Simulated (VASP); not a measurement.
# RuCl2 (P6_3/mmc) in VASP: a series of runs

The runs below take RuCl2 through single point, with PBE.

Everything below comes from runs of VASP 6.6.1. Logs are shortened: lines on timing, memory, paths and dates and some standing lists are left out, and cuts for length are marked.

### Step 1. The cell of the first run

Symmetry: P6_3/mmc, No. 194, hexagonal system. Conventional cell: a = 3.306 Å, b = 3.306 Å, c = 12.858 Å, α = 90.00°, β = 90.00°, γ = 120.00°. Within 3.4 Å of Ru (site symmetry -6m2) lie 6 Cl at 2.47 Å and 6 Ru at 3.31 Å. Within 3.4 Å of Cl (site symmetry 3m) lie 3 Ru at 2.47 Å and 7 Cl at 3.15 to 3.31 Å.

### Step 2. Single point, PBE, collinear spin, ferromagnetic start

INCAR

```
SYSTEM = RuCl2
PREC = Accurate ; ENCUT = 520
EDIFF = 1E-6 ; ISMEAR = 0
SIGMA = 0.1 ; LREAL = .FALSE.
LASPH = .TRUE. ; NELM = 150
ALGO = Normal ; ISIF = 2
LWAVE = .FALSE. ; LCHARG = .FALSE.
ISPIN = 2 ; MAGMOM = 1 1 0 0 0 0
LORBIT = 11 ; LMAXMIX = 4
GGA = PE ; NBANDS = 41
```

KPOINTS

```
Automatic mesh
0
G
  6 6 2
  0 0 0
```

POSCAR

```
RuCl2
1.0
    3.3056208083      0.0000000000      0.0000000000
   -1.6528104041      2.8627515953      0.0000000000
    0.0000000000      0.0000000000     12.8575094100
Ru Cl
2 4
Direct
    0.3333333333      0.6666666667      0.2500000000
    0.6666666667      0.3333333333      0.7500000000
    0.3333333333      0.6666666667      0.6275000000
    0.6666666667      0.3333333333      0.1275000000
    0.3333333333      0.6666666667      0.8725000000
    0.6666666667      0.3333333333      0.3725000000
```

Potentials or basis: VASP PAW PBE potentials, release 64 (Ru_pv, Cl).

Run with:

```bash
$ cat potpaw_PBE.64/Ru_pv/POTCAR potpaw_PBE.64/Cl/POTCAR > POTCAR
$ mpirun -np 1 vasp_std > vasp.out
```

OUTCAR:

```text
SYSTEM = RuCl2
   PREC = Accurate
   ENCUT = 520
   EDIFF = 1E-6
   ISMEAR = 0
   LREAL = .FALSE.
   LASPH = .TRUE.
   NELM = 150
   ISIF = 2
   ISPIN = 2
   LORBIT = 11
   GGA = PE

 ion  position               nearest neighbor table
   1  0.333  0.667  0.250-   4 2.47   6 2.47   4 2.47   6 2.47   4 2.47   6 2.47
   2  0.667  0.333  0.750-   3 2.47   5 2.47   3 2.47   5 2.47   3 2.47   5 2.47
   3  0.333  0.667  0.627-   2 2.47   2 2.47   2 2.47
   4  0.667  0.333  0.127-   1 2.47   1 2.47   1 2.47
   5  0.333  0.667  0.873-   2 2.47   2 2.47   2 2.47
   6  0.667  0.333  0.373-   1 2.47   1 2.47   1 2.47

  LATTYP: Found a hexagonal cell.
 ALAT       =     3.3056208083
 C/A-ratio  =     3.8895899305

  Lattice vectors:

 A1 = (   3.3056208083,   0.0000000000,   0.0000000000)
 A2 = (  -1.6528104041,   2.8627515953,   0.0000000000)
 A3 = (   0.0000000000,   0.0000000000,  12.8575094100)

Analysis of symmetry for initial positions (statically):
=====================================================================
 Subroutine PRICEL returns:
 Original cell was already a primitive cell.

 Routine SETGRP: Setting up the symmetry group for a
 hexagonal supercell.

 Subroutine GETGRP returns: Found 24 space group operations
 (whereof 12 operations were pure point group operations)
 out of a pool of 24 trial point group operations.

The static configuration has the point symmetry D_3d.
 The point group associated with its full space group is D_6h.

Analysis of symmetry for dynamics (positions and initial velocities):
=====================================================================
 Subroutine PRICEL returns:
 Original cell was already a primitive cell.

 Routine SETGRP: Setting up the symmetry group for a
 hexagonal supercell.

 Subroutine GETGRP returns: Found 24 space group operations
 (whereof 12 operations were pure point group operations)
 out of a pool of 24 trial point group operations.

The dynamic configuration has the point symmetry D_3d.
 The point group associated with its full space group is D_6h.

Analysis of structural, dynamic, and magnetic symmetry:
=====================================================================
 Subroutine PRICEL returns:
 Original cell was already a primitive cell.

 Routine SETGRP: Setting up the symmetry group for a
 hexagonal supercell.

 Subroutine GETGRP returns: Found 24 space group operations
 (whereof 12 operations were pure point group operations)
 out of a pool of 24 trial point group operations.

The overall configuration has the point symmetry D_3d.
 The point group associated with its full space group is D_6h.

 Subroutine INISYM returns: Found 24 space group operations
 (whereof 12 operations are pure point group operations),
 and found     1 'primitive' translations

----------------------------------------------------------------------------------------

                                     Primitive cell

  volume of cell :     121.6728

  direct lattice vectors                    reciprocal lattice vectors
     3.305620808  0.000000000  0.000000000     0.302515037  0.174657138  0.000000000
    -1.652810404  2.862751595  0.000000000     0.000000000  0.349314276  0.000000000
     0.000000000  0.000000000 12.857509410     0.000000000  0.000000000  0.077775560

  length of vectors
     3.305620808  3.305620808 12.857509410     0.349314276  0.349314276  0.077775560

  position of ions in fractional coordinates (direct lattice)
     0.333333333  0.666666667  0.250000000
     0.666666667  0.333333333  0.750000000
     0.333333333  0.666666667  0.627500000
     0.666666667  0.333333333  0.127500000
     0.333333333  0.666666667  0.872500000
     0.666666667  0.333333333  0.372500000

  ion indices of the primitive-cell ions
   primitive index   ion index
                 1           1
                 2           2
                 3           3
                 4           4
                 5           5
                 6           6
[... 36 lines left out ...]
  0.000000  0.000000  0.500000      1.000000
  0.166667 -0.000000  0.500000      6.000000
  0.333333  0.000000  0.500000      6.000000
  0.500000 -0.000000  0.500000      3.000000
  0.166667  0.166667  0.500000      6.000000
  0.333333  0.166667  0.500000     12.000000
  0.333333  0.333333  0.500000      2.000000
   k-points           NKPTS =     14   k-points in BZ     NKDIM =     14   number of bands    NBANDS=     41
   number of dos      NEDOS =    301   number of ions     NIONS =      6
   total plane-waves  NPLWV =  75264
   dimension x,y,z NGX =    28 NGY =   28 NGZ =   96
   dimension x,y,z NGXF=    56 NGYF=   56 NGZF=  192
   ions per type =               2   4
   NGX,Y,Z   is equivalent  to a cutoff of  14.08, 14.08, 12.41 a.u.
   NGXF,Y,Z  is equivalent  to a cutoff of  28.16, 28.16, 24.83 a.u.
 SYSTEM =  RuCl2
   PREC   = accura    normal or accurate (medium, high low for compatibility)
   ISTART =      0    job   : 0-new  1-cont  2-samecut
   ICHARG =      2    charge: 1-file 2-atom 10-const
   ISPIN  =      2    spin polarized calculation?
   LNONCOLLINEAR =      F non collinear calculations
   LSORBIT =      F    spin-orbit coupling
   LASPH  =      T    aspherical Exc in radial PAW
   ENCUT  =  520.0 eV  38.22 Ry    6.18 a.u.   6.15  6.15 23.91*2*pi/ulx,y,z
   NELM   =    150;   NELMIN=  2; NELMDL= -5     # of ELM steps
   EDIFF  = 0.1E-05   stopping-criterion for ELM
   LREAL  =      F    real-space projection
   EDIFFG = 0.1E-04   stopping-criterion for IOM
   NSW    =      0    number of steps for IOM
   IBRION =     -1    ionic relax: 0-MD 1-quasi-New 2-CG
   NFREE  =      0    steps in history (QN), initial steepest desc. (CG)
   ISIF   =      2    stress and relaxation
   ISYM   =      2    0-nonsym 1-usesym 2-fastsym
   POTIM  = 0.5000    time-step for ionic-motion
   TEBEG  =    0.0;   TEEND  =   0.0 temperature during run
   PSTRESS=    0.0 pullay stress
   NELECT =      56.0000    total number of electrons
   NUPDOWN=      -1.0000    fix difference up-down
   EMIN   =  10.00;   EMAX   =-10.00  energy-range for DOS
   EFERMI =   0.00;   METHOD = LEGACY
   ISMEAR =     0;   SIGMA  =   0.10  broadening in eV -4-tet -1-fermi 0-gaus
   EFERMI_NEDOS =   21; number of points for ismear=-14 and -15
   IALGO  =     38    algorithm
   IMIX   =      4    mixing-type and parameters
     AMIX     =   0.40;   BMIX     =  1.00
     AMIX_MAG =   1.60;   BMIX_MAG =  1.00
  volume/ion in A,a.u.               =      20.28       136.85
  Fermi-wavevector in a.u.,A,eV,Ry     =   1.263978  2.388573 21.737231  1.597641
  Thomas-Fermi vector in A             =   2.397307
   LORBIT       =     11    0 simple, 1 ext, 2 COOP (PROOUT), +10 PAW based schemes
   GGA     = PE    functional components
   LHFCALC =     F    Hartree Fock is set to
   AEXX    =    0.0000 exact exchange contribution
   IVDW    =     0    specifies the selected vdW correction
   LEPSILON=     F    determine dielectric tensor
   LRPA    =     F    only Hartree local field effects (RPA)
 spin polarized calculation
 Gauss-broadening in eV      SIGMA  =   0.10
  energy-cutoff  :      520.00
  volume of cell :      121.67
 maximum number of plane-waves:      3318
 NGX is ok and might be reduce to    28
   NGX = 13   NGY = 13   NGZ = 47

 number of electron      56.0000005 magnetization       0.0114477

 number of electron      56.0000005 magnetization      -0.0032846

 Free energy of the ion-electron system (eV)
  ---------------------------------------------------
  ext. energy  EPLUGINS =         0.00000000
  ---------------------------------------------------
  free energy    TOTEN  =       -24.07157654 eV

  energy without entropy =      -24.01994157  energy(sigma->0) =      -24.04575905

 E-fermi :   5.5472     XC(G=0):  -9.9491

 val. band max:        5.5442041896   @ k =   0.1667   0.1667   0.0000
 cond. band min:       5.5493740400   @ k =   0.5000  -0.0000   0.0000
 fundamental gap:      0.0051698504
 Fermi energy:         5.5471744676

 spin component 1

 k-point     1 :       0.0000    0.0000    0.0000
  band No.  band energies     occupation
      1     -37.4783      1.00000
      2     -37.4783      1.00000
      3     -37.0595      1.00000
      4     -37.0595      1.00000
      5     -37.0595      1.00000
      6     -37.0595      1.00000
[... 591 lines left out ...]
     39      14.5798      0.00000
     40      14.5798      0.00000
 Fermi energy:         5.5471744676

 spin component 2

 k-point     1 :       0.0000    0.0000    0.0000
  band No.  band energies     occupation
      1     -37.4796      1.00000
      2     -37.4795      1.00000
      3     -37.0604      1.00000
      4     -37.0604      1.00000
      5     -37.0604      1.00000
      6     -37.0604      1.00000
[... 591 lines left out ...]
     39      14.5797      0.00000
     40      14.5797      0.00000
 [bands above 40 left out]

------------------------ aborting loop because EDIFF is reached ----------------------------------------

  FORCE on cell =-STRESS in cart. coord.  units (eV):
  Direction    XX          YY          ZZ          XY          YZ          ZX
  --------------------------------------------------------------------------------------
  -------------------------------------------------------------------------------------
  Total        1.7930387      1.7930387      1.9169203      0.0000000      0.0000000      0.0000000
  in kB       23.6105815     23.6105815     25.2418445      0.0000000      0.0000000      0.0000000
  external PRESSURE =      24.1543358 kB  Pullay stress =       0.0000000 kB

 VOLUME and BASIS-vectors are now :
 -----------------------------------------------------------------------------
  energy-cutoff  :      520.00
  volume of cell :      121.67
      direct lattice vectors                 reciprocal lattice vectors
     3.305620808  0.000000000  0.000000000     0.302515037  0.174657138  0.000000000
    -1.652810404  2.862751595  0.000000000     0.000000000  0.349314276  0.000000000
     0.000000000  0.000000000 12.857509410     0.000000000  0.000000000  0.077775560

 POSITION                                       TOTAL-FORCE (eV/Angst)
 -----------------------------------------------------------------------------------
     -0.00000      1.90850      3.21438         0.000000      0.000000      0.000000
      1.65281      0.95425      9.64313        -0.000000     -0.000000      0.000000
     -0.00000      1.90850      8.06809         0.000000     -0.000000     -0.160926
      1.65281      0.95425      1.63933        -0.000000      0.000000     -0.160926
     -0.00000      1.90850     11.21818         0.000000     -0.000000      0.160926
      1.65281      0.95425      4.78942         0.000000      0.000000      0.160926
 -----------------------------------------------------------------------------------
    total drift:                               -0.000000      0.000000     -0.000000

  FREE ENERGIE OF THE ION-ELECTRON SYSTEM (eV)
  ---------------------------------------------------
  free  energy   TOTEN  =       -24.0715765381 eV

  energy  without entropy=      -24.0199415680  energy(sigma->0) =      -24.04575905

 total charge

# of ion       s       p       d       tot
------------------------------------------
    1        0.221   6.168   5.997  12.385
    2        0.221   6.168   5.997  12.385
    3        1.609   3.453   0.000   5.061
    4        1.609   3.453   0.000   5.061
    5        1.609   3.453   0.000   5.061
    6        1.609   3.453   0.000   5.061
--------------------------------------------------
tot          6.877  26.145  11.994  45.015

 magnetization (x)

# of ion       s       p       d       tot
------------------------------------------
    1       -0.000  -0.000  -0.002  -0.002
    2       -0.000  -0.000  -0.002  -0.002
    3       -0.000  -0.000   0.000  -0.000
    4       -0.000  -0.000   0.000  -0.000
    5       -0.000  -0.000   0.000  -0.000
    6       -0.000  -0.000   0.000  -0.000
--------------------------------------------------
tot         -0.000  -0.001  -0.003  -0.004
```

Run time: 4.4 min. Hardware: 1 thread of Intel Xeon Platinum 8488C (Sapphire Rapids), shared host; peak memory 0.36 GiB.

Results:

* Free energy: -24.0716 eV
* Pressure: 2.4 GPa
* Largest force: 0.161 eV/Å
* Band gap on the k mesh: zero (filled and empty bands overlap)
* Net moment: 0.00 μB per cell
* Valence electrons inside the program's atomic spheres: Ru 12.38; Cl 5.06

Forces on the atoms (eV/Å):
```
Ru   0.000  0.000  0.000
Ru   0.000  0.000  0.000
Cl   0.000  0.000 -0.161
Cl   0.000  0.000 -0.161
Cl   0.000  0.000  0.161
Cl   0.000  0.000  0.161
```

Stress tensor (GPa, compression positive):
```
2.36 0.00 0.00
0.00 2.36 0.00
0.00 0.00 2.52
```

Levels at points of the mesh, in eV from the Fermi level:
Spin up:
```
           k point  band 24  band 25  band 26  band 27  band 28  band 29  band 30  band 31  band 32  band 33
(0.00, 0.00, 0.00)    -1.68    -0.33    -0.33    -0.32    -0.32    -0.24    -0.24    -0.20    -0.20     2.93
(0.50, 0.00, 0.00)    -2.13    -0.16    -0.15    -0.07     0.00     0.45     0.65     0.76     0.81     4.42
(0.00, 0.00, 0.50)    -1.78    -0.32    -0.32    -0.32    -0.32    -0.22    -0.22    -0.22    -0.22     3.28
(0.50, 0.00, 0.50)    -2.16    -0.16    -0.16    -0.03    -0.03     0.62     0.62     0.71     0.71     4.71
```
Spin down:
| k point | band 26 | band 27 | band 28 | band 29 | band 30 | band 31 |
| --- | --- | --- | --- | --- | --- | --- |
| (0.00, 0.00, 0.00) | -0.33 | -0.32 | -0.32 | -0.25 | -0.25 | -0.20 |
| (0.50, 0.00, 0.00) | -0.15 | -0.07 | 0.00 | 0.45 | 0.65 | 0.76 |
| (0.00, 0.00, 0.50) | -0.33 | -0.33 | -0.33 | -0.22 | -0.22 | -0.22 |
| (0.50, 0.00, 0.50) | -0.16 | -0.03 | -0.03 | 0.62 | 0.62 | 0.71 |

Caveat: the k points lie up to 0.37 Å⁻¹ apart, too coarse for converged energies and pressures of a metal; this functional lacks dispersion, which binds the layers, so the pressure and a relaxed spacing across them are unreliable.

### Step 3. Single point, PBE, collinear spin, ferromagnetic start

This run uses another cell than the first one, of 24.35 Å³/atom.

INCAR

```
PREC = Accurate ; ENCUT = 520
EDIFF = 1E-6 ; ISMEAR = 0
SIGMA = 0.1 ; LREAL = False
LASPH = True ; NELM = 150
ALGO = Normal ; ISIF = 2
LWAVE = False ; LCHARG = False
ISPIN = 2 ; MAGMOM = 2.96 2.96 0.37 0.37 0.37 0.37
LORBIT = 11 ; LMAXMIX = 4
GGA = PE ; NBANDS = 41
```

KPOINTS

```
Automatic mesh
0
Gamma
  6 6 2
```

POSCAR

```
RuCl2
1.0
    3.4671083834      0.0000000000      0.0000000000
   -1.7335541916      3.0026039377      0.0000000000
    0.0000000000      0.0000000000     14.0319649582
Ru Cl
2 4
Direct
    0.3333333333      0.6666666667      0.2500000000
    0.6666666667      0.3333333333      0.7500000000
    0.3333333333      0.6666666667      0.6326770935
    0.6666666667      0.3333333333      0.1326770935
    0.3333333333      0.6666666667      0.8673229065
    0.6666666667      0.3333333333      0.3673229065
```

Potentials or basis: VASP PAW PBE potentials, release 64 (Ru_pv, Cl).

Run with:

```bash
$ cat potpaw_PBE.64/Ru_pv/POTCAR potpaw_PBE.64/Cl/POTCAR > POTCAR
$ mpirun -np 1 vasp_std > vasp.out
```

It took 2.5 min on 1 thread of Intel Xeon Platinum 8488C (Sapphire Rapids), shared host; peak memory 0.39 GiB.

It converged, with:

- Free energy: -25.2855 eV
- Pressure: 0.0 GPa
- Band gap on the k mesh: 0.39 eV (least direct gap 0.53 eV)
- Net moment: 8.00 μB per cell
- Site moments: Ru +3.11; Cl +0.29 μB
- Valence electrons inside the program's atomic spheres: Ru 12.13; Cl 5.07

Forces on the atoms (eV/Å):
```
Ru   0.000  0.000  0.000
Ru   0.000  0.000  0.000
Cl   0.000  0.000  0.003
Cl   0.000  0.000  0.003
Cl   0.000  0.000 -0.003
Cl   0.000  0.000 -0.003
```

Stress tensor (GPa, compression positive):
```
-0.10  0.00  0.00
 0.00 -0.10  0.00
 0.00  0.00  0.09
```

Levels at points of the mesh, in eV from the valence-band top:
Spin up:
```tsv
k point	band 29	band 30	band 31	band 32	band 33	band 34	band 35	band 36
(0.00, 0.00, 0.00)	-0.81	-0.81	-0.79	-0.79	2.59	3.15	5.77	6.50
(0.50, 0.00, 0.00)	-0.28	-0.10	-0.08	-0.06	4.38	4.64	5.65	6.06
(0.00, 0.00, 0.50)	-0.80	-0.80	-0.80	-0.80	2.86	2.86	6.08	6.08
(0.50, 0.00, 0.50)	-0.18	-0.18	-0.08	-0.08	4.53	4.53	5.78	5.78
```
Spin down:
| k point | band 21 | band 22 | band 23 | band 24 | band 25 | band 26 | band 27 | band 28 |
| --- | --- | --- | --- | --- | --- | --- | --- | --- |
| (0.00, 0.00, 0.00) | -2.56 | -2.56 | -0.53 | -0.39 | 0.67 | 0.67 | 0.69 | 0.69 |
| (0.50, 0.00, 0.00) | -2.82 | -2.79 | -0.88 | -0.84 | 0.82 | 0.83 | 0.93 | 0.96 |
| (0.00, 0.00, 0.50) | -2.57 | -2.57 | -0.45 | -0.45 | 0.68 | 0.68 | 0.68 | 0.68 |
| (0.50, 0.00, 0.50) | -2.81 | -2.81 | -0.86 | -0.86 | 0.83 | 0.83 | 0.94 | 0.94 |

Caveat: this functional lacks dispersion, which binds the layers, so the pressure and a relaxed spacing across them are unreliable.
